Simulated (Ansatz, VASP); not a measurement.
# Two plane-wave programs on NaH

```xyz
4
Lattice="3.9533 0.0000 0.0000 -1.9767 3.4237 0.0000 0.0000 0.0000 4.8283" Properties=species:S:1:pos:R:3 pbc="T T T"
Na    0.0000    2.2824    1.2071
Na    1.9767    1.1412    3.6212
H     1.9767    1.1412    1.2071
H     0.0000    2.2824    3.6212
```

Alike in both runs: task single point; functional LDA; k mesh 12 × 12 × 6; no spin polarisation.

```csv
,VASP,Ansatz
version,VASP 6.6.1,Ansatz 0.2.0
potentials or method,"VASP PAW LDA potentials, release 64 (Na_pv, H)","plane waves, PAW"
plane-wave cutoff (eV),520,420
occupations,"gaussian, width 0.01 eV",fixed
valence electrons in the cell,16,20
```

|  | VASP | Ansatz | Ansatz less VASP |
| --- | --- | --- | --- |
| gap on the k mesh at the Fermi level (eV) | 2.98 | 2.98 | +0.001 |
| pressure (GPa) | -1.4 | -1.3 | +0.04 |

LDA's correlation is that of Perdew and Zunger in VASP and of Perdew and Wang (1992) in Ansatz. VASP's potentials hold 16 valence electrons a cell and Ansatz's 20, so a difference there can come from the potentials and not from the codes.
